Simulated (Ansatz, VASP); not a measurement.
BeSb in VASP and in Ansatz

Contents of INCAR:

```
PREC = Accurate
ENCUT = 520
EDIFF = 1E-6
ISMEAR = 0
SIGMA = 0.1
LREAL = False
LASPH = True
NELM = 80
ALGO = Normal
ISIF = 2
LWAVE = False
LCHARG = False
LDIPOL = True
IDIPOL = 3
DIPOL = 0.5 0.5 0.500
GGA = PE
NBANDS = 10
```

Contents of KPOINTS:

```
Automatic mesh
0
Gamma
  6 6 1
```

Contents of POSCAR:

```
BeSb
1.0
    3.1643234900      0.0000000000      0.0000000000
   -1.5821621000      2.7403848300      0.0000000000
    0.0000000000      0.0000000000     16.0000000000
Be Sb
1 1
Direct
    0.6666666700      0.3333333300      0.4505683900
    0.3333333300      0.6666666700      0.5494316100
```

Input for Ansatz:

```yaml
crystal:
  lattice:
    - [3.16432349, 0.0, 0.0]
    - [-1.5821621, 2.74038483, 0.0]
    - [0.0, 0.0, 16.0]
  atoms:
    - { symbol: Be, position: [0.66666667, 0.33333333, 0.45056839] }
    - { symbol: Sb, position: [0.33333333, 0.66666667, 0.54943161] }
  periodic: [true, true, false]
basis:
  ecutwfc: 420
kpoints:
  mp_grid: { grid: [6, 6, 1] }
hamiltonian:
  xc: pbe
scf:
  occupations: { method: gaussian, width: 0.1 }
  lower_state_search: "off"
output:
  forces: true
  stress: true
  eigenvalues: true
```

Alike in both runs: task single point; functional PBE; k mesh 6 × 6 × 1; occupations gaussian, width 0.1 eV; no spin polarisation.

```csv
,VASP,Ansatz
version,VASP 6.6.1,Ansatz 0.2.0
potentials or method,"VASP PAW PBE potentials, release 64 (Be, Sb), cutoff 520 eV","scalar-relativistic, plane waves, PAW"
valence electrons in the cell,7,17
```

VASP gave:

```
gap on the k mesh at the Fermi level (eV) : none
rms of the force components (eV/Å)        : 0.505
```

**Question.** What did Ansatz give for the same quantities?

**Answer.** gap on the k mesh at the Fermi level (eV): none; rms of the force components (eV/Å): 0.464.

Atom by atom the forces differ by 0.041 eV/Å (rms over components). A gap of «none» marks a metal or a gap that the smearing closes. VASP's potentials hold 7 valence electrons a cell and Ansatz's 17, so a difference there can come from the potentials and not from the codes. Ansatz's warnings: slab cell height set, structure snapped to symmetry.

The k mesh is coarse, so the values compare programs but aren't converged. Neither program's run includes spin-orbit coupling.
